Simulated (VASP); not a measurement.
## Si2W: single point with PBE

Si2W:

```xyz
9
Lattice="4.6907 0.0000 0.0000 -2.3454 4.0623 0.0000 0.0000 0.0000 6.4324" Properties=species:S:1:pos:R:3 pbc="T T T"
Si    2.3454    2.9359    3.2162
Si   -1.3699    3.4991    5.3603
Si    1.3699    3.4991    1.0721
Si    0.0000    1.1263    3.2162
Si    3.7153    0.5632    5.3603
Si    0.9754    0.5632    1.0721
W    -1.1727    2.0311    1.0721
W     1.1727    2.0311    5.3603
W     2.3454    0.0000    3.2162
```

This cell differs from its parent crystal: atoms shifted along a free coordinate, c/a of the conventional cell at fixed volume 1.3713.

| Property | Result |
| --- | --- |
| Program | VASP 6.6.1 |
| Task | single point |
| Functional | PBE |
| Potentials or basis | VASP PAW PBE potentials, release 64 (Si, W_sv) |
| Cutoff | 520 eV |
| k mesh | 9 × 9 × 6 |
| Occupations | gaussian, width 0.03 eV |
| Spin | no spin polarisation |
| Dipole correction | no |
| Further INCAR settings | ALGO = Normal; EDIFF = 1e-06; NBANDS = 43 |

The pressure is 6.9 GPa and the largest force is 4.018 eV/Å. The band gap on the k mesh is zero (bands 33 and 34 overlap by 0.74 eV).

Forces in eV/Å, atoms in the order of the input:
```
Si   0.000 -4.018  0.000
Si   3.479 -2.009  0.000
Si  -3.479 -2.009  0.000
Si   0.000  4.018  0.000
Si  -3.479  2.009  0.000
Si   3.479  2.009  0.000
W    0.000  0.000  0.000
W    0.000  0.000  0.000
W    0.000  0.000  0.000
```

Stress tensor (GPa, compression positive):
```
5.68 0.00 0.00
0.00 5.68 0.00
0.00 0.00 9.31
```

Levels at points of the mesh, in eV from the Fermi level:
```csv
k point,band 31,band 32,band 33,band 34,band 35,band 36
"(0.00, 0.00, 0.00)",-2.69,-1.44,-0.09,1.18,1.18,1.95
"(0.00, 0.00, 0.50)",-2.01,0.00,0.00,1.66,1.66,2.04
```

It took 4.9 min on 1 thread of Intel Xeon 8259CL, on a shared host, peak memory 0.35 GiB.

Caveat: the cell stands under pressure; spin-orbit coupling is left out, which moves the levels of the heavy elements; forces of over 1 eV/Å act on the atoms, so gaps and moduli don't describe the material at rest.
